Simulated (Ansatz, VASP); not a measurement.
## Mg in VASP and in Ansatz

```
CELL_PARAMETERS angstrom
3.20994 0.00000 0.00000
-1.60497 2.77989 0.00000
0.00000 0.00000 5.13994
ATOMIC_POSITIONS crystal
Mg 0.33333 0.66667 0.25000
Mg 0.66667 0.33333 0.75000
```

Alike in both runs: functional PBE; k mesh 15 × 15 × 8; occupations gaussian, width 0.1 eV; no spin polarisation.

Ansatz relaxed the structure, and its values are those at the end. VASP's run is a single point on that final structure, the one shown.

|  | VASP | Ansatz |
| --- | --- | --- |
| version | VASP 6.6.1 | Ansatz 0.2.0 |
| potentials or method | VASP PAW PBE potentials, release 64 (Mg), cutoff 520 eV | scalar-relativistic, plane waves, PAW |
| valence electrons in the cell | 4 | 20 |

Ansatz gave:

```
gap on the k mesh at the Fermi level (eV) : none
pressure (GPa)                            : 0.0
```

Q: What did VASP give for the same quantities?

A: gap on the k mesh at the Fermi level (eV): none; pressure (GPa): -0.1.

A gap of «none» marks a metal or a gap that the smearing closes. VASP's potentials hold 4 valence electrons a cell and Ansatz's 20, so a difference there can come from the potentials and not from the codes.
